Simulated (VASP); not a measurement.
# Ta4O: single point with PBE

Crystal: Ta4O.

```
Ta O
1.0
    -2.82528    2.82528    2.82528
     2.82528   -2.82528    2.82528
     2.82528    2.82528   -2.82528
Ta O
4 1
Direct
  0.50000 0.50000 0.50000
  0.00000 0.00000 0.50000
  0.00000 0.50000 0.00000
  0.50000 0.00000 0.00000
  0.00000 0.00000 0.00000
```

```json
{"Program": "VASP 6.6.1", "Task": "single point", "Functional": "PBE", "Potentials or basis": "VASP PAW PBE potentials, release 64 (Ta_pv, O)", "Cutoff": "520 eV", "k mesh": "4 × 4 × 4", "Occupations": "gaussian, width 0.1 eV", "Spin": "collinear spin, ferromagnetic start", "Starting moments": "[1.0, 1.0, 1.0, 1.0, 0.0] μB", "Dipole correction": "no", "Further INCAR settings": "ALGO = Normal; EDIFF = 1e-06; NBANDS = 37"}
```

- Pressure: -8.7 GPa
- Band gap on the k mesh: zero (filled and empty bands overlap)
- Net moment: 0.00 μB per cell
- Valence electrons inside the program's atomic spheres: Ta 8.85; O 4.92

Levels at points of the mesh, in eV from the Fermi level:
Spin up:
```tsv
k point	band 21	band 22	band 23	band 24	band 25	band 26	band 27	band 28	band 29	band 30
(0.00, 0.00, 0.00)	-2.96	-2.15	-2.15	-2.15	-0.57	1.92	1.92	1.92	2.37	2.37
(0.50, 0.00, 0.00)	-1.67	-1.04	-0.78	-0.35	0.25	0.36	0.44	0.67	0.75	1.15
(0.50, 0.50, 0.50)	-2.13	-2.13	-0.61	-0.61	-0.51	-0.51	-0.51	1.73	1.73	1.73
```
Spin down:
| k point | band 23 | band 24 | band 25 | band 26 | band 27 | band 28 |
| --- | --- | --- | --- | --- | --- | --- |
| (0.00, 0.00, 0.00) | -2.15 | -2.15 | -0.57 | 1.92 | 1.92 | 1.92 |
| (0.50, 0.00, 0.00) | -0.78 | -0.35 | 0.25 | 0.36 | 0.44 | 0.67 |
| (0.50, 0.50, 0.50) | -0.61 | -0.61 | -0.51 | -0.51 | -0.51 | 1.73 |

Run time: 72 s on 1 thread of Intel Xeon 6975P-C, with other jobs on the host, peak memory 0.25 GiB.

Caveat: the k points lie up to 0.39 Å⁻¹ apart; spin-orbit coupling is left out, which moves the levels of the heavy elements.
